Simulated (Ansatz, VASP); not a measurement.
Cd in VASP and in Ansatz

The input POSCAR:

```
Cd
1.0
    2.9799995955      0.0000000000      0.0000000000
   -1.4899997978      2.5807553530      0.0000000000
    0.0000000000      0.0000000000      5.6202792372
Cd
2
Direct
    0.3333333333      0.6666666667      0.7500000000
    0.6666666667      0.3333333333      0.2500000000
```

File INCAR.step1:

```
PREC     = Accurate       # precision mode
ENCUT    = 520            # plane-wave cutoff, eV
ISMEAR   = 0              # smearing method
SIGMA    = 0.05           # smearing width, eV
LREAL    = F              # projectors in reciprocal space
LASPH    = T              # aspherical terms in the spheres
NELM     = 80             # most SCF steps
NBANDS   = 19             # bands
GGA      = PE             # functional
ALGO     = Normal         # electronic algorithm
EDIFF    = 1E-4           # SCF threshold, eV
LWAVE    = T              # write WAVECAR
LCHARG   = F              # write CHGCAR
```

INCAR.step2

```
PREC     = Accurate       # precision mode
ENCUT    = 520            # plane-wave cutoff, eV
EDIFF    = 1E-6           # SCF threshold, eV
ISMEAR   = 0              # smearing method
SIGMA    = 0.05           # smearing width, eV
LREAL    = F              # projectors in reciprocal space
LASPH    = T              # aspherical terms in the spheres
NELM     = 80             # most SCF steps
ALGO     = Normal         # electronic algorithm
ISIF     = 2              # what is computed and relaxed
LWAVE    = F              # write WAVECAR
LCHARG   = F              # write CHGCAR
METAGGA  = R2SCAN         # meta-GGA
LMIXTAU  = T            
NBANDS   = 19             # bands
ISTART   = 1
```

File KPOINTS:

```
Automatic mesh
0
Gamma
  14 14 6
```

Input for Ansatz:

```yaml
crystal:
  lattice:
    - [2.9799995955, 0.0, 0.0]
    - [-1.4899997978, 2.580755353, 0.0]
    - [0.0, 0.0, 5.6202792372]
  atoms:
    - { symbol: Cd, position: [0.3333333333, 0.6666666667, 0.75] }
    - { symbol: Cd, position: [0.6666666667, 0.3333333333, 0.25] }
basis:
  ecutwfc: 500
  ecutrho_ratio: 4
kpoints:
  mp_grid: { grid: [14, 14, 6] }
hamiltonian:
  xc: r2scan
scf:
  occupations: { method: gaussian, width: 0.05 }
output:
  forces: true
  stress: true
  eigenvalues: true
  eigenstates:
    nscf_kmesh: { grid: [24, 24, 12] }
    de_dk: true
    e_range: [-2.5, 2.5]
  write_density: true
  write_potential: true
  elf: true
  volumetric_format: npy
```

Alike in both runs: task single point; functional r2SCAN; k mesh 14 × 14 × 6; occupations gaussian, width 0.05 eV; no spin polarisation.

|  | VASP | Ansatz |
| --- | --- | --- |
| version | VASP 6.6.1 | Ansatz 0.2.0 |
| potentials or method | VASP PAW PBE potentials, release 64 (Cd), cutoff 520 eV | scalar-relativistic, plane waves, PAW |
| valence electrons in the cell | 24 | 40 |

VASP gave:

- gap on the k mesh at the Fermi level (eV): none
- pressure (GPa): 0.9
- traceless stress, the component that is largest in VASP (GPa): 0.79

Question: Estimate Ansatz's values.

Answer: gap on the k mesh at the Fermi level (eV): none; pressure (GPa): 0.5; traceless stress, the component that is largest in VASP (GPa): 0.94.

VASP's potentials were made for PBE, not for r2SCAN. A gap of «none» marks a metal or a gap that the smearing closes. VASP's potentials hold 24 valence electrons a cell and Ansatz's 40, so a difference there can come from the potentials and not from the codes.
